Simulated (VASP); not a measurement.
# Hf (I4/mmm) in VASP: a series of runs

Hf is run at these levels: r2SCAN; tasks: single point.

Program: VASP 6.6.1. These are calculated values, not measurements. Logs are shortened: lines on timing, memory, paths and dates and some standing lists are left out, and cuts for length are marked.

### 1 The cell of the first run

Symmetry: I4/mmm, No. 139, tetragonal system. The conventional cell has a = 3.659 Å, b = 3.659 Å, c = 3.513 Å, α = 90.00°, β = 90.00°, γ = 90.00°. Within 4.1 Å of Hf (site symmetry 4/mmm) lie 14 Hf at 3.13 to 3.66 Å.

### 2 Single point, r2SCAN

The input, POSCAR:

```
Hf
1.0
   -1.8297291003      1.8297291003      1.7565399363
    1.8297291003     -1.8297291003      1.7565399363
    1.8297291003      1.8297291003     -1.7565399363
Hf
1
Direct
    0.0000000000      0.0000000000      0.0000000000
```

The input, INCAR.step1:

```
PREC     = Accurate       # precision mode
ENCUT    = 520            # plane-wave cutoff, eV
ISMEAR   = 0              # smearing method
SIGMA    = 0.15           # smearing width, eV
LREAL    = F              # projectors in reciprocal space
LASPH    = T              # aspherical terms in the spheres
NELM     = 80             # most SCF steps
NBANDS   = 11             # bands
GGA      = PE             # functional
ALGO     = Normal         # electronic algorithm
EDIFF    = 1E-4           # SCF threshold, eV
LWAVE    = T              # write WAVECAR
LCHARG   = F              # write CHGCAR
```

The input, INCAR.step2:

```
PREC     = Accurate       # precision mode
ENCUT    = 520            # plane-wave cutoff, eV
EDIFF    = 1E-6           # SCF threshold, eV
ISMEAR   = 0              # smearing method
SIGMA    = 0.15           # smearing width, eV
LREAL    = F              # projectors in reciprocal space
LASPH    = T              # aspherical terms in the spheres
NELM     = 80             # most SCF steps
ALGO     = Normal         # electronic algorithm
ISIF     = 2              # what is computed and relaxed
LWAVE    = F              # write WAVECAR
LCHARG   = F              # write CHGCAR
METAGGA  = R2SCAN         # meta-GGA
LMIXTAU  = T            
NBANDS   = 11             # bands
ISTART   = 1
```

The input, KPOINTS:

```
regular mesh
0
Gamma
  20 20 20
```

Potentials or basis: VASP PAW PBE potentials, release 64 (Hf_pv).

On the command line:

```sh
$ cat potpaw_PBE.64/Hf_pv/POTCAR > POTCAR
$ cp INCAR.step1 INCAR
$ mpirun -np 1 vasp_std > vasp.out
$ cp INCAR.step2 INCAR
$ mpirun -np 1 vasp_std > vasp.out
```

OUTCAR:

```text
PREC = Accurate
   ENCUT = 520
   EDIFF = 1E-6
   ISMEAR = 0
   LREAL = F
   LASPH = T
   NELM = 80
   ISIF = 2
   METAGGA = R2SCAN
   ISTART = 1

 ion  position               nearest neighbor table
   1  0.000  0.000  0.000-

  LATTYP: Found a body centered tetragonal cell.
 ALAT       =     3.6594582006
 C/A-ratio  =     0.9600000000

  Lattice vectors:

 A1 = (  -1.8297291003,   1.8297291003,   1.7565399363)
 A2 = (   1.8297291003,  -1.8297291003,   1.7565399363)
 A3 = (   1.8297291003,   1.8297291003,  -1.7565399363)

Analysis of symmetry for initial positions (statically):
=====================================================================
 Subroutine PRICEL returns:
 Original cell was already a primitive cell.

 Routine SETGRP: Setting up the symmetry group for a
 body centered tetragonal supercell.

 Subroutine GETGRP returns: Found 16 space group operations
 (whereof 16 operations were pure point group operations)
 out of a pool of 16 trial point group operations.

The static configuration has the point symmetry D_4h.

Analysis of symmetry for dynamics (positions and initial velocities):
=====================================================================
 Subroutine PRICEL returns:
 Original cell was already a primitive cell.

 Routine SETGRP: Setting up the symmetry group for a
 body centered tetragonal supercell.

 Subroutine GETGRP returns: Found 16 space group operations
 (whereof 16 operations were pure point group operations)
 out of a pool of 16 trial point group operations.

The dynamic configuration has the point symmetry D_4h.

 Subroutine INISYM returns: Found 16 space group operations
 (whereof 16 operations are pure point group operations),
 and found     1 'primitive' translations

----------------------------------------------------------------------------------------

                                     Primitive cell

  volume of cell :      23.5229

  direct lattice vectors                    reciprocal lattice vectors
    -1.829729100  1.829729100  1.756539936     0.000000000  0.273264496  0.284650516
     1.829729100 -1.829729100  1.756539936     0.273264496  0.000000000  0.284650516
     1.829729100  1.829729100 -1.756539936     0.273264496  0.273264496  0.000000000

  length of vectors
     3.127498954  3.127498954  3.127498954     0.394587634  0.394587634  0.386454356

  position of ions in fractional coordinates (direct lattice)
     0.000000000  0.000000000  0.000000000

  ion indices of the primitive-cell ions
   primitive index   ion index
                 1           1

----------------------------------------------------------------------------------------

 KPOINTS: regular mesh

Automatic generation of k-mesh.
 Grid dimensions read from file:
 generate k-points for:   20   20   20

 Generating k-lattice:

  Cartesian coordinates                     Fractional coordinates (reciprocal lattice)
     0.000000000  0.013663225  0.014232526     0.050000000 -0.000000000  0.000000000
     0.013663225  0.000000000  0.014232526    -0.000000000  0.050000000  0.000000000
     0.013663225  0.013663225  0.000000000     0.000000000  0.000000000  0.050000000

  Length of vectors
     0.019729382  0.019729382  0.019322718

  Shift w.r.t. Gamma in fractional coordinates (k-lattice)
     0.000000000  0.000000000  0.000000000

 Subroutine IBZKPT returns following result:
 ===========================================

 Found    641 irreducible k-points:

 Following reciprocal coordinates:
            Coordinates               Weight
  0.000000  0.000000  0.000000      1.000000
  0.050000  0.000000  0.000000      8.000000
  0.100000  0.000000  0.000000      8.000000
  0.150000  0.000000  0.000000      8.000000
  0.200000  0.000000  0.000000      8.000000
  0.250000  0.000000  0.000000      8.000000
[... 16 lines left out ...]
 -0.400000  0.050000  0.000000     16.000000
 -0.350000  0.050000  0.000000     16.000000
 [... further k-points ...]
   k-points           NKPTS =    641   k-points in BZ     NKDIM =    641   number of bands    NBANDS=     11
   number of dos      NEDOS =    301   number of ions     NIONS =      1
   total plane-waves  NPLWV =  13824
   dimension x,y,z NGX =    24 NGY =   24 NGZ =   24
   dimension x,y,z NGXF=    48 NGYF=   48 NGZF=   48
   ions per type =               1
   NGX,Y,Z   is equivalent  to a cutoff of  12.76, 12.76, 12.76 a.u.
   NGXF,Y,Z  is equivalent  to a cutoff of  25.51, 25.51, 25.51 a.u.
 SYSTEM =  unknown system
   PREC   = accura    normal or accurate (medium, high low for compatibility)
   ISTART =      1    job   : 0-new  1-cont  2-samecut
   ICHARG =      0    charge: 1-file 2-atom 10-const
   ISPIN  =      1    spin polarized calculation?
   LNONCOLLINEAR =      F non collinear calculations
   LSORBIT =      F    spin-orbit coupling
   LASPH  =      T    aspherical Exc in radial PAW
   ENCUT  =  520.0 eV  38.22 Ry    6.18 a.u.   5.82  5.82  5.82*2*pi/ulx,y,z
   NELM   =     80;   NELMIN=  2; NELMDL=  0     # of ELM steps
   EDIFF  = 0.1E-05   stopping-criterion for ELM
   LREAL  =      F    real-space projection
   EDIFFG = 0.1E-04   stopping-criterion for IOM
   NSW    =      0    number of steps for IOM
   IBRION =     -1    ionic relax: 0-MD 1-quasi-New 2-CG
   NFREE  =      0    steps in history (QN), initial steepest desc. (CG)
   ISIF   =      2    stress and relaxation
   ISYM   =      2    0-nonsym 1-usesym 2-fastsym
   POTIM  = 0.5000    time-step for ionic-motion
   TEBEG  =    0.0;   TEEND  =   0.0 temperature during run
   PSTRESS=    0.0 pullay stress
   NELECT =      10.0000    total number of electrons
   NUPDOWN=      -1.0000    fix difference up-down
   EMIN   =  10.00;   EMAX   =-10.00  energy-range for DOS
   EFERMI =   0.00;   METHOD = LEGACY
   ISMEAR =     0;   SIGMA  =   0.15  broadening in eV -4-tet -1-fermi 0-gaus
   EFERMI_NEDOS =   21; number of points for ismear=-14 and -15
   IALGO  =     38    algorithm
   IMIX   =      4    mixing-type and parameters
     AMIX     =   0.40;   BMIX     =  1.00
     AMIX_MAG =   1.60;   BMIX_MAG =  1.00
  volume/ion in A,a.u.               =      23.52       158.74
  Fermi-wavevector in a.u.,A,eV,Ry     =   1.230961  2.326179 20.616432  1.515265
  Thomas-Fermi vector in A             =   2.365789
   LORBIT       =      0    0 simple, 1 ext, 2 COOP (PROOUT), +10 PAW based schemes
   METAGGA = R2SCAN    functional components
   LHFCALC =     F    Hartree Fock is set to
   AEXX    =    0.0000 exact exchange contribution
   IVDW    =     0    specifies the selected vdW correction
   LEPSILON=     F    determine dielectric tensor
   LRPA    =     F    only Hartree local field effects (RPA)
 non-spin polarized calculation
 Gauss-broadening in eV      SIGMA  =   0.15
  energy-cutoff  :      520.00
  volume of cell :       23.52
 maximum number of plane-waves:       654
   NGX = 11   NGY = 11   NGZ = 11

 number of electron      10.0000000 magnetization

 Free energy of the ion-electron system (eV)
  ---------------------------------------------------
  ext. energy  EPLUGINS =         0.00000000
  ---------------------------------------------------
  free energy    TOTEN  =       -44.92862796 eV

  energy without entropy =      -44.90548491  energy(sigma->0) =      -44.91705644

 E-fermi :   4.1416     XC(G=0): -11.9191

 val. band max:        4.1408418691   @ k =   0.3000   0.1000   0.0500
 cond. band min:       4.1419160206   @ k =  -0.1500  -0.3000   0.1000
 fundamental gap:      0.0010741516
 Fermi energy:         4.1415982920

 k-point     1 :       0.0000    0.0000    0.0000
  band No.  band energies     occupation
      1     -27.0671      2.00000
      2     -27.0671      2.00000
      3     -27.0638      2.00000
      4      -3.0977      2.00000
      5       5.5392      0.00000
      6       6.0208      0.00000
      7       6.0208      0.00000
      8       8.1919      0.00000
      9       8.8345      0.00000
     10      16.0570      0.00000
     11      17.6118      0.00000

 k-point     2 :       0.0500    0.0000    0.0000
  band No.  band energies     occupation
      1     -27.0840      2.00000
      2     -27.0730      2.00000
      3     -27.0657      2.00000
      4      -3.0055      2.00000
      5       5.5424      0.00000
      6       5.9889      0.00000
      7       6.0351      0.00000
      8       8.1720      0.00000
      9       8.7482      0.00000
     10      16.0570      0.00000
     11      17.7850      0.00000

 k-point     3 :       0.1000    0.0000    0.0000
  band No.  band energies     occupation
      1     -27.1370      2.00000
      2     -27.0901      2.00000
      3     -27.0668      2.00000
      4      -2.7341      2.00000
      5       5.4481      0.00000
      6       5.8673      0.00000
      7       6.1951      0.00000
      8       8.1101      0.00000
      9       8.5868      0.00000
     10      16.0569      0.00000
     11      18.1479      0.00000

 k-point     4 :       0.1500    0.0000    0.0000
  band No.  band energies     occupation
      1     -27.2187      2.00000
      2     -27.1165      2.00000
      3     -27.0683      2.00000
      4      -2.3002      2.00000
      5       5.2069      0.00000
      6       5.6083      0.00000
      7       6.5825      0.00000
      8       8.0484      0.00000
      9       8.5008      0.00000
     10      16.0569      0.00000
     11      18.4215      0.00000
[... 239 lines left out ...]
 k-point    22 :      -0.4500    0.0500   -0.0000
  band No.  band energies     occupation
      1     -27.7305      2.00000
      2     -27.2939      2.00000
      3     -27.0846      2.00000
      4       0.7578      2.00000
      5       3.7643      1.99963
      6       4.5784      0.00004
      7       8.5163      0.00000
      8       9.3154      0.00000
      9      11.0536      0.00000
     10      14.6428      0.00000
     11      15.4007      0.00000

 k-point    23 :      -0.4000    0.0500    0.0000
  band No.  band energies     occupation
      1     -27.6701      2.00000
      2     -27.2719      2.00000
      3     -27.0829      2.00000
      4       0.4508      2.00000
      5       3.9167      1.96599
      6       4.3810      0.02397
      7       8.5240      0.00000
      8       9.0753      0.00000
      9      10.2087      0.00000
     10      15.3343      0.00000
     11      16.0541      0.00000

 k-point    24 :      -0.3500    0.0500    0.0000
  band No.  band energies     occupation
      1     -27.5863      2.00000
      2     -27.2413      2.00000
      3     -27.0807      2.00000
      4      -0.0574      2.00000
      5       4.1329      1.06522
      6       4.3873      0.02053
      7       8.3817      0.00000
      8       8.8862      0.00000
      9       9.2941      0.00000
     10      16.0497      0.00000
     11      16.1940      0.00000

 [... further k-points ...]

------------------------ aborting loop because EDIFF is reached ----------------------------------------

  FORCE on cell =-STRESS in cart. coord.  units (eV):
  Direction    XX          YY          ZZ          XY          YZ          ZX
  --------------------------------------------------------------------------------------
  -------------------------------------------------------------------------------------
  Total       -0.7098585     -0.7098585     -1.1324935      0.0000000     -0.0000000     -0.0000000
  in kB      -48.3493653    -48.3493653    -77.1355692      0.0000000     -0.0000000     -0.0000000
  external PRESSURE =     -57.9447666 kB  Pullay stress =       0.0000000 kB

 VOLUME and BASIS-vectors are now :
 -----------------------------------------------------------------------------
  energy-cutoff  :      520.00
  volume of cell :       23.52
      direct lattice vectors                 reciprocal lattice vectors
    -1.829729100  1.829729100  1.756539936     0.000000000  0.273264496  0.284650516
     1.829729100 -1.829729100  1.756539936     0.273264496  0.000000000  0.284650516
     1.829729100  1.829729100 -1.756539936     0.273264496  0.273264496  0.000000000

 POSITION                                       TOTAL-FORCE (eV/Angst)
 -----------------------------------------------------------------------------------
      0.00000      0.00000      0.00000         0.000000      0.000000      0.000000
 -----------------------------------------------------------------------------------
    total drift:                                0.000000      0.000000      0.000000

  FREE ENERGIE OF THE ION-ELECTRON SYSTEM (eV)
  ---------------------------------------------------
  free  energy   TOTEN  =       -44.9286279607 eV

  energy  without entropy=      -44.9054849115  energy(sigma->0) =      -44.91705644
```

Wall time 2.2 min (1 thread of Intel Xeon 6975P-C (Granite Rapids), shared host); peak memory 0.28 GiB.

Results:

```yaml
Free_energy: -44.9286 eV
Pressure: -5.8 GPa
Band_gap_on_the_k_mesh: zero (bands 5 and 6 overlap by 2.36 eV)
```

Caveat: the cell stands under tension; the PAW data sets were made with another functional, which shifts forces and pressure a little; spin-orbit coupling is left out, which moves the levels of the heavy elements.

### 3 Single point, r2SCAN

The input, POSCAR:

```
Hf
1.0
   -1.7758820050      1.7758820050      1.8646761052
    1.7758820050     -1.7758820050      1.8646761052
    1.7758820050      1.7758820050     -1.8646761052
Hf
1
Direct
    0.0000000000      0.0000000000      0.0000000000
```

The input, INCAR.step1:

```
PREC     = Accurate       # precision mode
ENCUT    = 520            # plane-wave cutoff, eV
ISMEAR   = 0              # smearing method
SIGMA    = 0.15           # smearing width, eV
LREAL    = False          # projectors in reciprocal space
LASPH    = True           # aspherical terms in the spheres
NELM     = 100            # most SCF steps
NBANDS   = 11             # bands
GGA      = PE             # functional
ALGO     = Normal         # electronic algorithm
EDIFF    = 1E-4           # SCF threshold, eV
LWAVE    = True           # write WAVECAR
LCHARG   = False          # write CHGCAR
```

The input, INCAR.step2:

```
PREC     = Accurate       # precision mode
ENCUT    = 520            # plane-wave cutoff, eV
EDIFF    = 1E-6           # SCF threshold, eV
ISMEAR   = 0              # smearing method
SIGMA    = 0.15           # smearing width, eV
LREAL    = False          # projectors in reciprocal space
LASPH    = True           # aspherical terms in the spheres
NELM     = 100            # most SCF steps
ALGO     = Normal         # electronic algorithm
ISIF     = 2              # what is computed and relaxed
LWAVE    = False          # write WAVECAR
LCHARG   = False          # write CHGCAR
METAGGA  = R2SCAN         # meta-GGA
LMIXTAU  = True         
NBANDS   = 11             # bands
ISTART   = 1
```

KPOINTS is that of step 2.

Potentials or basis: VASP PAW PBE potentials, release 64 (Hf_pv).

On the command line:

```sh
$ cat potpaw_PBE.64/Hf_pv/POTCAR > POTCAR
$ cp INCAR.step1 INCAR
$ mpirun -np 1 vasp_std > vasp.out
$ cp INCAR.step2 INCAR
$ mpirun -np 1 vasp_std > vasp.out
```

Wall time 2.2 min (1 thread of Intel Xeon 6975P-C (Granite Rapids), shared host); peak memory 0.28 GiB.

Results (log left out):

```yaml
Free_energy: -44.9302 eV
Pressure: -5.7 GPa
Band_gap_on_the_k_mesh: zero (bands 5 and 6 overlap by 2.27 eV)
```

Stress tensor (GPa, compression positive):
```
-6.75  0.00  0.00
 0.00 -6.75  0.00
 0.00  0.00 -3.71
```

Levels at points of the mesh, in eV from the Fermi level:
```
           k point  band 2  band 3  band 4  band 5  band 6  band 7  band 8  band 9
(0.00, 0.00, 0.00)  -31.21  -31.21   -7.24    1.54    1.54    2.08    4.00    4.72
(0.50, 0.00, 0.00)  -31.43  -31.21   -3.37   -0.12    0.57    3.89    5.19    7.41
(0.50, 0.50, 0.00)  -31.46  -31.24   -3.28   -0.69    0.86    4.69    5.39    7.53
(0.50, 0.50, 0.50)  -31.68  -31.68   -2.57   -2.44    6.29    6.62    6.74    6.74
```

Caveat: the cell stands under tension; the PAW data sets were made with another functional, which shifts forces and pressure a little; spin-orbit coupling is left out, which moves the levels of the heavy elements.
